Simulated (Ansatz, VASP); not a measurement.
## Two plane-wave programs on CoO

```xyz
2
Lattice="0.0000 2.1355 2.1355 2.1355 0.0000 2.1355 2.1355 2.1355 0.0000" Properties=species:S:1:pos:R:3 pbc="T T T"
Co    0.0000    0.0000    0.0000
O     2.1355    2.1355    2.1355
```

Alike in both runs: task single point; functional PBE; k mesh 16 × 16 × 16; occupations gaussian, width 0.1 eV; collinear spin; Hubbard terms Co d U = 3.32 eV.

```csv
,VASP,Ansatz
version,VASP 6.6.1,Ansatz 0.2.0
potentials or method,"VASP PAW PBE potentials, release 64 (Co, O), cutoff 520 eV","scalar-relativistic, plane waves, PAW"
valence electrons in the cell,15,23
```

Ansatz gave:

```
pressure (GPa)                                                : 7.1
net moment per atom (μB)                                      : 1.50
size of the moment on the site where the two differ most (μB) : 2.60
```

Problem. Which values does VASP return?

Solution. Pressure (GPa): -3.1; net moment per atom (μB): 1.50; size of the moment on the site where the two differ most (μB): 2.73.

Site moments also hang on the region over which each program counts them. The programs project onto different local orbitals, so the same U acts differently, and such runs can settle in different states. VASP's potentials hold 15 valence electrons a cell and Ansatz's 23, so a difference there can come from the potentials and not from the codes. Ansatz's warnings: look outside group, magnetic order left open by machine, minimisation memory short, stability check not made.
